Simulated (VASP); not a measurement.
# Ir (Fm-3m) in VASP: notebook

The runs below take Ir through single point, with PBE+D3(BJ).

All numbers are computed with VASP 6.6.1; they aren't measurements. Logs are shortened: lines on timing, memory, paths and dates and some standing lists are left out, and cuts for length are marked.

## 1. The cell of the first run

The structure is cubic, space group Fm-3m (No. 225). Conventional cell: a = 3.898 Å, b = 3.898 Å, c = 3.898 Å, α = 90.00°, β = 90.00°, γ = 90.00°. Ir (site symmetry m-3m) has 12 Ir at 2.76 Å within 3.6 Å.

## 2. Single point, PBE+D3(BJ)

The input, INCAR:

```
SYSTEM = Ir
PREC     = Accurate       ! precision mode
ENCUT    = 520            ! plane-wave cutoff, eV
EDIFF    = 1E-6           ! SCF threshold, eV
ISMEAR   = -1             ! smearing method
SIGMA    = 0.1            ! smearing width, eV
LREAL    = .FALSE.        ! projectors in reciprocal space
LASPH    = .TRUE.         ! aspherical terms in the spheres
NELM     = 80             ! most SCF steps
ALGO     = Normal         ! electronic algorithm
ISIF     = 2              ! what is computed and relaxed
LWAVE    = .FALSE.        ! write WAVECAR
LCHARG   = .TRUE.         ! write CHGCAR
GGA      = PE             ! functional
IVDW     = 12             ! dispersion correction
LELF     = .TRUE.         ! ELF
LVHAR    = .TRUE.       
NBANDS   = 10             ! bands
```

The input, KPOINTS:

```
Automatic mesh
0
G
  13 13 13
  0 0 0
```

The input, POSCAR:

```
Ir
1.0
    0.0000000000      1.9490670115      1.9490670115
    1.9490670115      0.0000000000      1.9490670115
    1.9490670115      1.9490670115      0.0000000000
Ir
1
Direct
    0.0000000000      0.0000000000      0.0000000000
```

Potentials or basis: VASP PAW PBE potentials, release 64 (Ir).

Launch:

```console
$ cat potpaw_PBE.64/Ir/POTCAR > POTCAR
$ mpirun -np 1 vasp_std > vasp.out
```

OUTCAR:

```text
SYSTEM = Ir
   PREC = Accurate
   ENCUT = 520
   EDIFF = 1E-6
   ISMEAR = -1
   LREAL = .FALSE.
   LASPH = .TRUE.
   NELM = 80
   ISIF = 2
   GGA = PE
   IVDW = 12
 IVDW          = 12

 ion  position               nearest neighbor table
   1  0.000  0.000  0.000-

  LATTYP: Found a face centered cubic cell.
 ALAT       =     3.8981340230

  Lattice vectors:

 A1 = (   0.0000000000,   1.9490670115,   1.9490670115)
 A2 = (   1.9490670115,   0.0000000000,   1.9490670115)
 A3 = (   1.9490670115,   1.9490670115,   0.0000000000)

Analysis of symmetry for initial positions (statically):
=====================================================================
 Subroutine PRICEL returns:
 Original cell was already a primitive cell.

 Routine SETGRP: Setting up the symmetry group for a
 face centered cubic supercell.

 Subroutine GETGRP returns: Found 48 space group operations
 (whereof 48 operations were pure point group operations)
 out of a pool of 48 trial point group operations.

The static configuration has the point symmetry O_h .

Analysis of symmetry for dynamics (positions and initial velocities):
=====================================================================
 Subroutine PRICEL returns:
 Original cell was already a primitive cell.

 Routine SETGRP: Setting up the symmetry group for a
 face centered cubic supercell.

 Subroutine GETGRP returns: Found 48 space group operations
 (whereof 48 operations were pure point group operations)
 out of a pool of 48 trial point group operations.

The dynamic configuration has the point symmetry O_h .

 Subroutine INISYM returns: Found 48 space group operations
 (whereof 48 operations are pure point group operations),
 and found     1 'primitive' translations

----------------------------------------------------------------------------------------

                                     Primitive cell

  volume of cell :      14.8085

  direct lattice vectors                    reciprocal lattice vectors
     0.000000000  1.949067011  1.949067011    -0.256532996  0.256532996  0.256532996
     1.949067011  0.000000000  1.949067011     0.256532996 -0.256532996  0.256532996
     1.949067011  1.949067011  0.000000000     0.256532996  0.256532996 -0.256532996

  length of vectors
     2.756397002  2.756397002  2.756397002     0.444328183  0.444328183  0.444328183

[... 79 lines left out ...]
   LREAL  =      F    real-space projection
   EDIFFG = 0.1E-04   stopping-criterion for IOM
   NSW    =      0    number of steps for IOM
   IBRION =     -1    ionic relax: 0-MD 1-quasi-New 2-CG
   NFREE  =      0    steps in history (QN), initial steepest desc. (CG)
   ISIF   =      2    stress and relaxation
   ISYM   =      2    0-nonsym 1-usesym 2-fastsym
   POTIM  = 0.5000    time-step for ionic-motion
   TEBEG  =    0.0;   TEEND  =   0.0 temperature during run
   PSTRESS=    0.0 pullay stress
   NELECT =       9.0000    total number of electrons
   NUPDOWN=      -1.0000    fix difference up-down
   EMIN   =  10.00;   EMAX   =-10.00  energy-range for DOS
   EFERMI =   0.00;   METHOD = LEGACY
   ISMEAR =    -1;   SIGMA  =   0.10  broadening in eV -4-tet -1-fermi 0-gaus
   EFERMI_NEDOS =   21; number of points for ismear=-14 and -15
   IALGO  =     38    algorithm
   IMIX   =      4    mixing-type and parameters
     AMIX     =   0.40;   BMIX     =  1.00
     AMIX_MAG =   1.60;   BMIX_MAG =  1.00
  volume/ion in A,a.u.               =      14.81        99.93
  Fermi-wavevector in a.u.,A,eV,Ry     =   1.386710  2.620501 26.163512  1.922964
  Thomas-Fermi vector in A             =   2.511000
   LORBIT       =      0    0 simple, 1 ext, 2 COOP (PROOUT), +10 PAW based schemes
   GGA     = PE    functional components
   LHFCALC =     F    Hartree Fock is set to
   AEXX    =    0.0000 exact exchange contribution
   IVDW    =    12    specifies the selected vdW correction
   LEPSILON=     F    determine dielectric tensor
   LRPA    =     F    only Hartree local field effects (RPA)
 non-spin polarized calculation
  energy-cutoff  :      520.00
  volume of cell :       14.81
 maximum number of plane-waves:       411
 NGX is ok and might be reduce to    24
   NGX = 11   NGY = 11   NGZ = 11

 number of electron       9.0000001 magnetization

 Free energy of the ion-electron system (eV)
  ---------------------------------------------------
  ext. energy  EPLUGINS =         0.00000000
  ---------------------------------------------------
  free energy    TOTEN  =        -8.85690417 eV

  energy without entropy =       -8.81882931  energy(sigma->0) =       -8.83786674

 E-fermi :   9.6390     XC(G=0): -13.7164

 val. band max:        9.6029381565   @ k =  -0.3077   0.3077   0.0769
 cond. band min:       9.6420741561   @ k =  -0.4615   0.4615   0.0000
 fundamental gap:      0.0391359997
 Fermi energy:         9.6389837170

 k-point     1 :       0.0000    0.0000    0.0000
  band No.  band energies     occupation
      1      -1.0031      2.00000
      2       6.0094      2.00000
      3       6.0094      2.00000
      4       6.0094      2.00000
      5       8.5105      1.99997
      6       8.5105      1.99997
      7      24.0347      0.00000
      8      29.3539      0.00000
      9      29.3539      0.00000
     10      29.3539      0.00000
[... 287 lines left out ...]
 k-point    24 :       0.4615    0.1538    0.0000
  band No.  band energies     occupation
      1       2.7145      2.00000
      2       5.3328      2.00000
      3       6.2738      2.00000
      4       6.7572      2.00000
      5      10.5189      0.00030
      6      11.6778      0.00000
      7      17.8986      0.00000
      8      25.1186      0.00000
      9      27.6124      0.00000
     10      28.7476      0.00000

 [... further k-points ...]

------------------------ aborting loop because EDIFF is reached ----------------------------------------

 Edisp (eV)   -0.70096

 E8    (eV) :    -0.3267

  FORCE on cell =-STRESS in cart. coord.  units (eV):
  Direction    XX          YY          ZZ          XY          YZ          ZX
  --------------------------------------------------------------------------------------
  -------------------------------------------------------------------------------------
  Total      -1.29330    -1.29330    -1.29330     0.00000     0.00000     0.00000
  in kB    -139.92644  -139.92644  -139.92644     0.00000     0.00000     0.00000
  external pressure =     -139.93 kB  Pullay stress =        0.00 kB

 VOLUME and BASIS-vectors are now :
 -----------------------------------------------------------------------------
  energy-cutoff  :      520.00
  volume of cell :       14.81
      direct lattice vectors                 reciprocal lattice vectors
     0.000000000  1.949067011  1.949067011    -0.256532996  0.256532996  0.256532996
     1.949067011  0.000000000  1.949067011     0.256532996 -0.256532996  0.256532996
     1.949067011  1.949067011  0.000000000     0.256532996  0.256532996 -0.256532996

 POSITION                                       TOTAL-FORCE (eV/Angst)
 -----------------------------------------------------------------------------------
      0.00000      0.00000      0.00000        -0.000000     -0.000000     -0.000000
 -----------------------------------------------------------------------------------
    total drift:                               -0.000000      0.000000     -0.000000

  FREE ENERGIE OF THE ION-ELECTRON SYSTEM (eV)
  ---------------------------------------------------
  free  energy   TOTEN  =        -9.5578672128 eV

  energy  without entropy=       -9.5197923542  energy(sigma->0) =       -9.53882978
```

OSZICAR:

```text
N       E                     dE             d eps       ncg     rms          rms(c)
DAV:   1     0.489644833245E+02    0.48964E+02   -0.43511E+03  1688   0.819E+02
DAV:   2    -0.851140273625E+01   -0.57476E+02   -0.54441E+02  1730   0.195E+02
DAV:   3    -0.941972849331E+01   -0.90833E+00   -0.90523E+00  1982   0.305E+01
DAV:   4    -0.942790148322E+01   -0.81730E-02   -0.81717E-02  1908   0.270E+00
DAV:   5    -0.942807235281E+01   -0.17087E-03   -0.17087E-03  1888   0.371E-01    0.135E+01
DAV:   6    -0.894261308352E+01    0.48546E+00   -0.91364E-01  1882   0.116E+01    0.539E+00
DAV:   7    -0.886262602997E+01    0.79987E-01   -0.26157E-01  1966   0.569E+00    0.150E+00
DAV:   8    -0.885986058178E+01    0.27654E-02   -0.21311E-03  1818   0.482E-01    0.106E+00
DAV:   9    -0.885689691972E+01    0.29637E-02   -0.19168E-03  1896   0.602E-01    0.132E-02
DAV:  10    -0.885690317507E+01   -0.62553E-05   -0.10606E-05  2286   0.301E-02    0.254E-02
DAV:  11    -0.885690416825E+01   -0.99318E-06   -0.87969E-07  1218   0.114E-02
   1 F= -.95578672E+01 E0= -.95388298E+01  d E =-.380749E-01
```

stdout:

```text
POSCAR found type information on POSCAR Ir
 POSCAR found :  1 types and       1 ions
 scaLAPACK will be used
 LDA part: xc-table for (Slater+PW92), standard interpolation
 POSCAR, INCAR and KPOINTS ok, starting setup
 FFT: planning ... GRIDC
 FFT: planning ... GRID_SOFT
 FFT: planning ... GRID
 WAVECAR not read
 entering main loop
```

It took 29 s on 1 thread of AMD EPYC 7R13, shared host; peak memory 0.13 GiB.

What came out:

- Free energy: -9.5579 eV
- Pressure: -14.0 GPa
- Dispersion energy per atom: -0.701 eV

Levels at points of the mesh, in eV from the Fermi level:
| k point | band 1 | band 2 | band 3 | band 4 | band 5 | band 6 | band 7 | band 8 |
| --- | --- | --- | --- | --- | --- | --- | --- | --- |
| (0.00, 0.00, 0.00) | -10.64 | -3.63 | -3.63 | -3.63 | -1.13 | -1.13 | 14.40 | 19.71 |

Caveat: spin-orbit coupling is left out, which moves the levels of the heavy elements; pairwise dispersion overbinds metals, which lowers pressure and volume.

## 3. Single point, PBE+D3(BJ)

This run uses another cell than the first one, of 15.18 Å³/atom, 1.025 times its volume.

The input, INCAR:

```
ALGO     = Normal         # electronic algorithm
EDIFF    = 1E-6           # SCF threshold, eV
ENCUT    = 520            # plane-wave cutoff, eV
GGA      = PE             # functional
ISIF     = 2              # what is computed and relaxed
ISMEAR   = -1             # smearing method
IVDW     = 12             # dispersion correction
LASPH    = T              # aspherical terms in the spheres
LCHARG   = T              # write CHGCAR
LELF     = T              # ELF
LREAL    = F              # projectors in reciprocal space
LVHAR    = T            
LWAVE    = F              # write WAVECAR
NBANDS   = 10             # bands
NELM     = 60             # most SCF steps
PREC     = Accurate       # precision mode
SIGMA    = 0.1            # smearing width, eV
```

The input, KPOINTS:

```
k-points
0
Gamma
  13 13 13
```

The input, POSCAR:

```
Ir
1.0
    0.0000000000      1.9653779541      1.9653779541
    1.9653779541      0.0000000000      1.9653779541
    1.9653779541      1.9653779541      0.0000000000
Ir
1
Direct
    0.0000000000      0.0000000000      0.0000000000
```

Potentials or basis: VASP PAW PBE potentials, release 64 (Ir).

Launch:

```console
$ cat potpaw_PBE.64/Ir/POTCAR > POTCAR
$ mpirun -np 1 vasp_std > vasp.out
```

OUTCAR:

```text
EDIFF = 1E-6
   ENCUT = 520
   GGA = PE
   ISIF = 2
   ISMEAR = -1
   IVDW = 12
   LASPH = T
   LREAL = F
   NELM = 60
   PREC = Accurate
 IVDW          = 12

 ion  position               nearest neighbor table
   1  0.000  0.000  0.000-

  LATTYP: Found a face centered cubic cell.
 ALAT       =     3.9307559082

  Lattice vectors:

 A1 = (   0.0000000000,   1.9653779541,   1.9653779541)
 A2 = (   1.9653779541,   0.0000000000,   1.9653779541)
 A3 = (   1.9653779541,   1.9653779541,   0.0000000000)

Analysis of symmetry for initial positions (statically):
=====================================================================
 Subroutine PRICEL returns:
 Original cell was already a primitive cell.

 Routine SETGRP: Setting up the symmetry group for a
 face centered cubic supercell.

 Subroutine GETGRP returns: Found 48 space group operations
 (whereof 48 operations were pure point group operations)
 out of a pool of 48 trial point group operations.

The static configuration has the point symmetry O_h .

[... 162 lines left out ...]
 fundamental gap:      0.0452828046
 Fermi energy:         9.2251714844

 k-point     1 :       0.0000    0.0000    0.0000
  band No.  band energies     occupation
      1      -1.1529      2.00000
      2       5.7358      2.00000
      3       5.7358      2.00000
      4       5.7358      2.00000
      5       8.1380      1.99996
      6       8.1380      1.99996
      7      23.6615      0.00000
      8      28.8347      0.00000
      9      28.8347      0.00000
     10      28.8347      0.00000
[... 287 lines left out ...]
 k-point    24 :       0.4615    0.1538    0.0000
  band No.  band energies     occupation
      1       2.5298      2.00000
      2       5.0915      2.00000
      3       5.9843      2.00000
      4       6.4592      2.00000
      5      10.0640      0.00045
      6      11.2099      0.00000
      7      17.2800      0.00000
      8      24.6377      0.00000
      9      26.9491      0.00000
     10      28.0340      0.00000

 [... further k-points ...]

------------------------ aborting loop because EDIFF is reached ----------------------------------------

 Edisp (eV)   -0.68294

 E8    (eV) :    -0.3181

  FORCE on cell =-STRESS in cart. coord.  units (eV):
  Direction    XX          YY          ZZ          XY          YZ          ZX
  --------------------------------------------------------------------------------------
  -------------------------------------------------------------------------------------
  Total      -1.98887    -1.98887    -1.98887     0.00000    -0.00000     0.00000
  in kB    -209.86871  -209.86871  -209.86871     0.00000    -0.00000     0.00000
  external pressure =     -209.87 kB  Pullay stress =        0.00 kB

 VOLUME and BASIS-vectors are now :
 -----------------------------------------------------------------------------
  energy-cutoff  :      520.00
  volume of cell :       15.18
      direct lattice vectors                 reciprocal lattice vectors
     0.000000000  1.965377954  1.965377954    -0.254403993  0.254403993  0.254403993
     1.965377954  0.000000000  1.965377954     0.254403993 -0.254403993  0.254403993
     1.965377954  1.965377954  0.000000000     0.254403993  0.254403993 -0.254403993

 POSITION                                       TOTAL-FORCE (eV/Angst)
 -----------------------------------------------------------------------------------
      0.00000      0.00000      0.00000        -0.000000      0.000000      0.000000
 -----------------------------------------------------------------------------------
    total drift:                               -0.000000      0.000000      0.000000

  FREE ENERGIE OF THE ION-ELECTRON SYSTEM (eV)
  ---------------------------------------------------
  free  energy   TOTEN  =        -9.5168832970 eV

  energy  without entropy=       -9.4775066761  energy(sigma->0) =       -9.49719499
```

stdout:

```text
POSCAR found type information on POSCAR Ir
 POSCAR found :  1 types and       1 ions
 scaLAPACK will be used
 LDA part: xc-table for (Slater+PW92), standard interpolation
 POSCAR, INCAR and KPOINTS ok, starting setup
 FFT: planning ... GRIDC
 FFT: planning ... GRID_SOFT
 FFT: planning ... GRID
 WAVECAR not read
 entering main loop
```

It took 33 s on 1 thread of AMD EPYC 7R13, shared host; peak memory 0.13 GiB.

What came out:

| Quantity | Value |
| --- | --- |
| Free energy | -9.5169 eV |
| Pressure | -21.0 GPa |
| Dispersion energy per atom | -0.683 eV |

Levels at points of the mesh, in eV from the Fermi level:
```
           k point  band 2  band 3  band 4  band 5  band 6  band 7
(0.00, 0.00, 0.00)   -3.49   -3.49   -3.49   -1.09   -1.09   14.44
```

Caveat: spin-orbit coupling is left out, which moves the levels of the heavy elements; pairwise dispersion overbinds metals, which lowers pressure and volume.
